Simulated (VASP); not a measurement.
Write the native input for VASP 6.6.1 that does the following.

| Property | Result |
| --- | --- |
| Task | relaxation of cell and atoms |
| Functional | PBE |
| Potentials or basis | VASP PAW PBE potentials, release 64 (Mg, Cd, Se) |
| Cutoff | 600 eV |
| k mesh | 2 × 2 × 2 |
| Occupations | gaussian, width 0.1 eV |
| Spin | no spin polarisation |
| Dipole correction | no |
| Further INCAR settings | LREAL = Auto; ALGO = Normal; EDIFF = 1e-06; IBRION = 2; EDIFFG = -0.025; NSW = 80; ISIF = 3 |

The structure of Mg3CdSe4 lies in POSCAR:

```
Mg3CdSe4
1.0
    0.0879307513     -0.0484212877     -6.8265878005
   -0.0916039946     -7.3674578416     -0.0517070446
   -8.4888071927     -0.1057919190      0.1084406838
Mg Cd Se
6 2 8
Direct
   -0.0110662908      0.6601048431      0.7321438984
   -0.0304401631      0.6521110325      0.2635977118
    0.5233283007      0.8097914322     -0.0126297786
    0.0030035548      0.1600637818      0.5242502422
    0.5383764503      0.3263627411      0.2405063177
    0.4935629740      0.3092014336      0.7601875014
    0.4698961204      0.8784361704      0.5097439985
    0.0430452219      0.1530298729     -0.0098902432
    0.1204408444      0.8459987414      0.4961619549
    0.1254662464      0.8241763459      0.0053033054
    0.6314185028      0.6898847916      0.7832179368
    0.6168667807      0.6838782642      0.2468982817
    0.1238015000      0.3403270565      0.7247848768
    0.1130836594      0.3232331620      0.2381281891
    0.5983308068      0.1574763174      0.0116888332
    0.6408854910      0.1859240134      0.4859069740
```

One way to write it, as run:

INCAR

```
PREC = Accurate
ENCUT = 600
EDIFF = 1E-6
ISMEAR = 0
SIGMA = 0.1
LREAL = Auto
LASPH = True
NELM = 80
ALGO = Normal
ISIF = 3
LWAVE = False
LCHARG = False
GGA = PE
IBRION = 2
NSW = 80
EDIFFG = -0.025
```

KPOINTS

```
regular mesh
0
Gamma
  2 2 2
```

Potentials or basis: VASP PAW PBE potentials, release 64 (Mg, Cd, Se).

The run is started by

```sh
$ cat potpaw_PBE.64/Mg/POTCAR potpaw_PBE.64/Cd/POTCAR potpaw_PBE.64/Se/POTCAR > POTCAR
$ mpirun -np 1 vasp_std > vasp.out
```

It gave:

| Property | Result |
| --- | --- |
| Relaxed volume | 27.61 Å³/atom |
| Relaxed cell | a = 6.940 Å, b = 7.406 Å, c = 8.595 Å, α = 89.90°, β = 90.00°, γ = 90.02° |
| Space group after relaxing (to 0.1 Å) | Pmn2_1 (No. 31) |
| Energy gained by relaxing | 187.9 meV/atom |
| Ionic steps | 22 |
| Pressure after relaxing | 0.0 GPa |
| Largest force after relaxing | 0.022 eV/Å |
| Band gap on the k mesh | 2.01 eV |

Caveat: the k points lie up to 0.45 Å⁻¹ apart in the final cell.

Run time: 52 min on 1 thread of AMD EPYC 7R43 64-Core Processor (Zen 3) (shared host), peak memory 0.63 GiB.
